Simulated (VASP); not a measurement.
A run of VASP 6.6.1:

INCAR

```
PREC = Accurate ; ENCUT = 520
EDIFF = 1E-6 ; ISMEAR = -1
SIGMA = 0.05 ; LREAL = F
LASPH = T ; NELM = 60
ALGO = Normal ; ISIF = 2
LWAVE = F ; LCHARG = F
GGA = RP ; NBANDS = 15
```

KPOINTS

```
Automatic mesh
0
Gamma
  7 7 7
```

The input POSCAR:

```
RbBr
1.0
    4.3525694687      0.0000000000      0.0000000000
    0.0000000000      4.3525694687      0.0000000000
    0.0000000000      0.0000000000      4.3525694687
Rb Br
1 1
Direct
    0.0000000000      0.0000000000      0.0000000000
    0.5000000000      0.5000000000      0.5000000000
```

Potentials or basis: VASP PAW PBE potentials, release 64 (Rb_sv, Br).

Command:

```sh
$ cat potpaw_PBE.64/Rb_sv/POTCAR potpaw_PBE.64/Br/POTCAR > POTCAR
$ mpirun -np 1 vasp_std > vasp.out
```

Hardware: 1 thread of Intel(R) Xeon(R) Platinum 8259CL CPU @ 2.50GHz (Skylake/Cascade Lake) (shared host).

Problem. How long does it take, and how much memory?

Solution. Wall time 12 s on 1 thread of Intel(R) Xeon(R) Platinum 8259CL CPU @ 2.50GHz (Skylake/Cascade Lake), with other jobs on the host, peak memory 0.18 GiB. Counts: scf iterations 13, k points 20.
